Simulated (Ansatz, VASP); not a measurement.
ScC3 in VASP and in Ansatz

```
CELL_PARAMETERS angstrom
4.96813 0.00000 0.00000
-2.48406 4.30253 0.00000
0.00000 0.00000 3.98769
ATOMIC_POSITIONS crystal
Sc 0.33333 0.66667 0.25000
Sc 0.66667 0.33333 0.75000
C 0.83300 0.66600 0.25000
C 0.16700 0.83300 0.75000
C 0.33400 0.16700 0.25000
C 0.16700 0.33400 0.75000
C 0.83300 0.16700 0.25000
C 0.66600 0.83300 0.75000
```

Alike in both runs: task relaxation of cell and atoms; functional PBE; k mesh 6 × 6 × 4; occupations gaussian, width 0.1 eV; no spin polarisation.

|  | VASP | Ansatz |
| --- | --- | --- |
| version | VASP 6.6.1 | Ansatz 0.2.0 |
| potentials or method | VASP PAW PBE potentials, release 64 (Sc_sv, C), cutoff 600 eV | scalar-relativistic, plane waves, PAW |
| valence electrons in the cell | 46 | 46 |

|  | VASP | Ansatz | Ansatz less VASP |
| --- | --- | --- | --- |
| gap on the k mesh at the Fermi level, each at its own relaxed structure (eV) | none | none | - |
| relaxed volume (Å³/atom) | 11.66 | 11.78 | +0.122 |
| relaxed cell length with the largest relative difference (Å) | 5.253 | 5.322 | +0.0686 |

A gap of «none» marks a metal or a gap that the smearing closes.

The k mesh is coarse, so the values compare programs but aren't converged.
